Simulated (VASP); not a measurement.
# TiO2 (C2/c) in VASP: a series of runs

The runs below take TiO2 through single point, relaxation of cell and atoms, with LDA.

All numbers are computed with VASP 6.6.1; they aren't measurements. Logs are shortened: lines on timing, memory, paths and dates and some standing lists are left out, and cuts for length are marked.

### 1 The cell of the first run

The typed cell holds 6 atoms: a = 3.739 Å, b = 3.739 Å, c = 5.417 Å, α = 110.18°, β = 110.18°, γ = 90.00°.

### 2 Single point, LDA

Input file INCAR:

```
PREC = Accurate
ENCUT = 910
EDIFF = 1E-6
ISMEAR = 0
SIGMA = 0.1
LREAL = False
LASPH = True
NELM = 120
ALGO = Normal
ISIF = 2
LWAVE = False
LCHARG = True
GGA = CA
LELF = True
LVHAR = True
NBANDS = 33
GGA_COMPAT = False
```

Input file KPOINTS:

```
regular mesh
0
Gamma
  6 6 4
```

Input file POSCAR:

```
TiO2
1.0
    2.6439701329     -2.6439844139     -0.0194578633
    2.6439701329      2.6439844139     -0.0194578633
   -2.6076204569      0.0000000000      4.7475905201
Ti O
2 4
Direct
    0.1250838993      0.8749161007      0.2500000000
    0.8749161007      0.1250838993      0.7500000000
    0.3329229626      0.0831208468      0.6659429245
    0.6670770374      0.9168791532      0.3340570755
    0.9168791532      0.6670770374      0.8340570755
    0.0831208468      0.3329229626      0.1659429245
```

Potentials or basis: VASP PAW LDA potentials, release 64 (Ti_sv, O_h).

On the command line:

```console
$ cat potpaw_LDA.64/Ti_sv/POTCAR potpaw_LDA.64/O_h/POTCAR > POTCAR
$ mpirun -np 1 vasp_std > vasp.out
```

OUTCAR:

```text
PREC = Accurate
   ENCUT = 910
   EDIFF = 1E-6
   ISMEAR = 0
   LREAL = False
   LASPH = True
   NELM = 120
   ISIF = 2
   GGA = CA

 ion  position               nearest neighbor table
   1  0.125  0.875  0.250-   4 1.91   6 1.91   6 1.91   4 1.91   3 1.97   5 1.97
   2  0.875  0.125  0.750-   5 1.91   3 1.91   5 1.91   3 1.91   6 1.97   4 1.97
   3  0.333  0.083  0.666-   2 1.91   2 1.91   1 1.97
   4  0.667  0.917  0.334-   1 1.91   1 1.91   2 1.97
   5  0.917  0.667  0.834-   2 1.91   2 1.91   1 1.97
   6  0.083  0.333  0.166-   1 1.91   1 1.91   2 1.97

  LATTYP: Found a base centered monoclinic cell.
 ALAT       =     5.2880834608
 B/A-ratio  =     0.9999783224
 C/A-ratio  =     1.0242985890
 COS(beta)  =    -0.4878520679

  Lattice vectors:

 A1 = (   2.6439701329,  -2.6439844139,  -0.0194578633)
 A2 = (   2.6439701329,   2.6439844139,  -0.0194578633)
 A3 = (  -2.6076204569,   0.0000000000,   4.7475905201)

Analysis of symmetry for initial positions (statically):
=====================================================================
 Subroutine PRICEL returns:
 Original cell was already a primitive cell.

 Routine SETGRP: Setting up the symmetry group for a
 base centered monoclinic supercell.

 Subroutine GETGRP returns: Found  4 space group operations
 (whereof  2 operations were pure point group operations)
 out of a pool of  4 trial point group operations.

The static configuration has the point symmetry S_2 .
 The point group associated with its full space group is C_2h.

Analysis of symmetry for dynamics (positions and initial velocities):
=====================================================================
 Subroutine PRICEL returns:
 Original cell was already a primitive cell.

 Routine SETGRP: Setting up the symmetry group for a
 base centered monoclinic supercell.

 Subroutine GETGRP returns: Found  4 space group operations
 (whereof  2 operations were pure point group operations)
 out of a pool of  4 trial point group operations.

The dynamic configuration has the point symmetry S_2 .
 The point group associated with its full space group is C_2h.

 Subroutine INISYM returns: Found  4 space group operations
 (whereof  2 operations are pure point group operations),
 and found     1 'primitive' translations

----------------------------------------------------------------------------------------

                                     Primitive cell

  volume of cell :      66.1089

  direct lattice vectors                    reciprocal lattice vectors
     2.643970133 -2.643984414 -0.019457863     0.189877056 -0.189108528  0.104290228
     2.643970133  2.643984414 -0.019457863     0.189877056  0.189108528  0.104290228
    -2.607620457  0.000000000  4.747590520     0.001556411  0.000000000  0.211488022

  length of vectors
     3.739199146  3.739199146  5.416576427     0.287561790  0.287561790  0.211493749

  position of ions in fractional coordinates (direct lattice)
     0.125083899  0.874916101  0.250000000
     0.874916101  0.125083899  0.750000000
     0.332922963  0.083120847  0.665942925
     0.667077037  0.916879153  0.334057075
     0.916879153  0.667077037  0.834057075
     0.083120847  0.332922963  0.165942925

  ion indices of the primitive-cell ions
   primitive index   ion index
                 1           1
                 2           2
                 3           3
                 4           4
                 5           5
                 6           6

----------------------------------------------------------------------------------------

 KPOINTS: regular mesh

Automatic generation of k-mesh.
 Grid dimensions read from file:
 generate k-points for:    6    6    4

 Generating k-lattice:

  Cartesian coordinates                     Fractional coordinates (reciprocal lattice)
     0.031646176 -0.031518088  0.017381705     0.166666667  0.000000000 -0.000000000
     0.031646176  0.031518088  0.017381705     0.000000000  0.166666667 -0.000000000
     0.000389103  0.000000000  0.052872006     0.000000000  0.000000000  0.250000000

  Length of vectors
     0.047926965  0.047926965  0.052873437

  Shift w.r.t. Gamma in fractional coordinates (k-lattice)
     0.000000000  0.000000000  0.000000000

 Subroutine IBZKPT returns following result:
 ===========================================

 Found     47 irreducible k-points:

 Following reciprocal coordinates:
            Coordinates               Weight
  0.000000  0.000000  0.000000      1.000000
  0.166667  0.000000 -0.000000      4.000000
  0.333333  0.000000  0.000000      4.000000
  0.500000  0.000000  0.000000      2.000000
  0.166667  0.166667 -0.000000      2.000000
  0.333333  0.166667  0.000000      4.000000
[... 16 lines left out ...]
 -0.333333  0.166667  0.250000      4.000000
 -0.166667  0.166667  0.250000      4.000000
 [... further k-points ...]
   k-points           NKPTS =     47   k-points in BZ     NKDIM =     47   number of bands    NBANDS=     33
   number of dos      NEDOS =    301   number of ions     NIONS =      6
   total plane-waves  NPLWV =  86400
   dimension x,y,z NGX =    40 NGY =   40 NGZ =   54
   dimension x,y,z NGXF=    80 NGYF=   80 NGZF=  108
   ions per type =               2   4
   NGX,Y,Z   is equivalent  to a cutoff of  17.78, 17.78, 16.57 a.u.
   NGXF,Y,Z  is equivalent  to a cutoff of  35.57, 35.57, 33.15 a.u.
 SYSTEM =  unknown system
   PREC   = accura    normal or accurate (medium, high low for compatibility)
   ISTART =      0    job   : 0-new  1-cont  2-samecut
   ICHARG =      2    charge: 1-file 2-atom 10-const
   ISPIN  =      1    spin polarized calculation?
   LNONCOLLINEAR =      F non collinear calculations
   LSORBIT =      F    spin-orbit coupling
   LASPH  =      T    aspherical Exc in radial PAW
   ENCUT  =  910.0 eV  66.88 Ry    8.18 a.u.   9.20  9.20 13.32*2*pi/ulx,y,z
   NELM   =    120;   NELMIN=  2; NELMDL= -5     # of ELM steps
   EDIFF  = 0.1E-05   stopping-criterion for ELM
   LREAL  =      F    real-space projection
   EDIFFG = 0.1E-04   stopping-criterion for IOM
   NSW    =      0    number of steps for IOM
   IBRION =     -1    ionic relax: 0-MD 1-quasi-New 2-CG
   NFREE  =      0    steps in history (QN), initial steepest desc. (CG)
   ISIF   =      2    stress and relaxation
   ISYM   =      2    0-nonsym 1-usesym 2-fastsym
   POTIM  = 0.5000    time-step for ionic-motion
   TEBEG  =    0.0;   TEEND  =   0.0 temperature during run
   PSTRESS=    0.0 pullay stress
   NELECT =      48.0000    total number of electrons
   NUPDOWN=      -1.0000    fix difference up-down
   EMIN   =  10.00;   EMAX   =-10.00  energy-range for DOS
   EFERMI =   0.00;   METHOD = LEGACY
   ISMEAR =     0;   SIGMA  =   0.10  broadening in eV -4-tet -1-fermi 0-gaus
   EFERMI_NEDOS =   21; number of points for ismear=-14 and -15
   IALGO  =     38    algorithm
   IMIX   =      4    mixing-type and parameters
     AMIX     =   0.40;   BMIX     =  1.00
     AMIX_MAG =   1.60;   BMIX_MAG =  1.00
  volume/ion in A,a.u.               =      11.02        74.35
  Fermi-wavevector in a.u.,A,eV,Ry     =   1.471416  2.780572 29.457483  2.165064
  Thomas-Fermi vector in A             =   2.586554
   LORBIT       =      0    0 simple, 1 ext, 2 COOP (PROOUT), +10 PAW based schemes
   GGA     = CA    functional components
   LHFCALC =     F    Hartree Fock is set to
   AEXX    =    0.0000 exact exchange contribution
   IVDW    =     0    specifies the selected vdW correction
   LEPSILON=     F    determine dielectric tensor
   LRPA    =     F    only Hartree local field effects (RPA)
 non-spin polarized calculation
 Gauss-broadening in eV      SIGMA  =   0.10
  energy-cutoff  :      910.00
  volume of cell :       66.11
 maximum number of plane-waves:      4138
 NGX is ok and might be reduce to    40
   NGX = 19   NGY = 19   NGZ = 27

 number of electron      47.9999997 magnetization

 Free energy of the ion-electron system (eV)
  ---------------------------------------------------
  ext. energy  EPLUGINS =         0.00000000
  ---------------------------------------------------
  free energy    TOTEN  =       -58.87681460 eV

  energy without entropy =      -58.87681460  energy(sigma->0) =      -58.87681460

 E-fermi :   4.3527     XC(G=0): -11.5023

 val. band max:        3.8018159655   @ k =   0.5000   0.5000   0.0000
 cond. band min:       5.9158932138   @ k =   0.0000   0.0000   0.0000
 fundamental gap:      2.1140772483
 Fermi energy:         4.3526920559

 k-point     1 :       0.0000    0.0000    0.0000
  band No.  band energies     occupation
      1     -51.6975      2.00000
      2     -51.6239      2.00000
      3     -28.6231      2.00000
      4     -28.3469      2.00000
      5     -28.3469      2.00000
      6     -28.2641      2.00000
[... 25 lines left out ...]
     32       9.4417      0.00000
     33       9.4752      0.00000

 k-point     2 :       0.1667    0.0000   -0.0000
  band No.  band energies     occupation
      1     -51.6932      2.00000
      2     -51.6268      2.00000
      3     -28.6146      2.00000
      4     -28.3861      2.00000
      5     -28.3497      2.00000
      6     -28.2801      2.00000
[... 25 lines left out ...]
     32       9.7529      0.00000
     33      10.0761      0.00000

 k-point     3 :       0.3333    0.0000    0.0000
  band No.  band energies     occupation
      1     -51.6829      2.00000
      2     -51.6343      2.00000
      3     -28.5986      2.00000
      4     -28.4613      2.00000
      5     -28.3546      2.00000
      6     -28.3024      2.00000
[... 25 lines left out ...]
     32      10.1198      0.00000
     33      10.5496      0.00000

 k-point     4 :       0.5000    0.0000    0.0000
  band No.  band energies     occupation
      1     -51.6763      2.00000
      2     -51.6395      2.00000
      3     -28.5895      2.00000
      4     -28.5010      2.00000
      5     -28.3566      2.00000
      6     -28.3064      2.00000
[... 25 lines left out ...]
     32      10.2258      0.00000
     33      10.6819      0.00000

 k-point     5 :       0.1667    0.1667   -0.0000
  band No.  band energies     occupation
      1     -51.6869      2.00000
      2     -51.6317      2.00000
      3     -28.5952      2.00000
      4     -28.4118      2.00000
      5     -28.3732      2.00000
      6     -28.2901      2.00000
[... 604 lines left out ...]
 k-point    22 :       0.5000    0.1667    0.2500
  band No.  band energies     occupation
      1     -51.6731      2.00000
      2     -51.6413      2.00000
      3     -28.5958      2.00000
      4     -28.4975      2.00000
      5     -28.3795      2.00000
      6     -28.3405      2.00000
[... 25 lines left out ...]
     32      10.6383      0.00000
     33      10.9738      0.00000

 k-point    23 :      -0.3333    0.1667    0.2500
  band No.  band energies     occupation
      1     -51.6799      2.00000
      2     -51.6359      2.00000
      3     -28.5983      2.00000
      4     -28.4715      2.00000
      5     -28.3792      2.00000
      6     -28.3207      2.00000
[... 25 lines left out ...]
     32      10.6776      0.00000
     33      10.8748      0.00000

 k-point    24 :      -0.1667    0.1667    0.2500
  band No.  band energies     occupation
      1     -51.6819      2.00000
      2     -51.6368      2.00000
      3     -28.5670      2.00000
      4     -28.4223      2.00000
      5     -28.3782      2.00000
      6     -28.2892      2.00000
[... 25 lines left out ...]
     32      10.2545      0.00000
     33      10.5099      0.00000

 [... further k-points ...]
[... 5 lines left out ...]
  --------------------------------------------------------------------------------------
  -------------------------------------------------------------------------------------
  Total        0.3494993      0.3510212      0.2932865      0.0000000      0.0000000     -0.0044776
  in kB        8.4702698      8.5071541      7.1079270      0.0000000      0.0000000     -0.1085175
  external PRESSURE =       8.0284503 kB  Pullay stress =       0.0000000 kB

 VOLUME and BASIS-vectors are now :
 -----------------------------------------------------------------------------
  energy-cutoff  :      910.00
  volume of cell :       66.11
      direct lattice vectors                 reciprocal lattice vectors
     2.643970133 -2.643984414 -0.019457863     0.189877056 -0.189108528  0.104290228
     2.643970133  2.643984414 -0.019457863     0.189877056  0.189108528  0.104290228
    -2.607620457  0.000000000  4.747590520     0.001556411  0.000000000  0.211488022

 POSITION                                       TOTAL-FORCE (eV/Angst)
 -----------------------------------------------------------------------------------
      1.99207      1.98254      1.16744         0.000000      0.000184     -0.000000
      0.68825     -1.98254      3.54124         0.000000     -0.000184     -0.000000
     -0.63652     -0.66047      3.15353         0.000069     -0.000189      0.030861
      3.31684      0.66047      1.55515        -0.000069      0.000189     -0.030861
      2.01303     -0.66047      3.92894        -0.000069     -0.000189     -0.030861
      0.66729      0.66047      0.77973         0.000069      0.000189      0.030861
 -----------------------------------------------------------------------------------
    total drift:                                0.000000      0.000000     -0.000000

  FREE ENERGIE OF THE ION-ELECTRON SYSTEM (eV)
  ---------------------------------------------------
  free  energy   TOTEN  =       -58.8768146045 eV

  energy  without entropy=      -58.8768146045  energy(sigma->0) =      -58.87681460
```

Wall time 2.2 min (1 thread of Intel Xeon 6975P-C (Granite Rapids), shared host); peak memory 0.35 GiB.

Results:

```yaml
Free_energy: -58.8768 eV
Pressure: 0.8 GPa
Largest_force: 0.031 eV/Å
Band_gap_on_the_k_mesh: 2.11 eV (least direct gap 2.42 eV)
```

Forces in eV/Å, atoms in the order of the input:
```
Ti   0.000  0.000  0.000
Ti   0.000  0.000  0.000
O    0.000  0.000  0.031
O    0.000  0.000 -0.031
O    0.000  0.000 -0.031
O    0.000  0.000  0.031
```

Caveat: the cutoff is under 1.25 times the usual one of these potentials, so pressure, stress and relaxed cells hold a basis-set (Pulay) error.

(Part 1 of 2 ends here.)
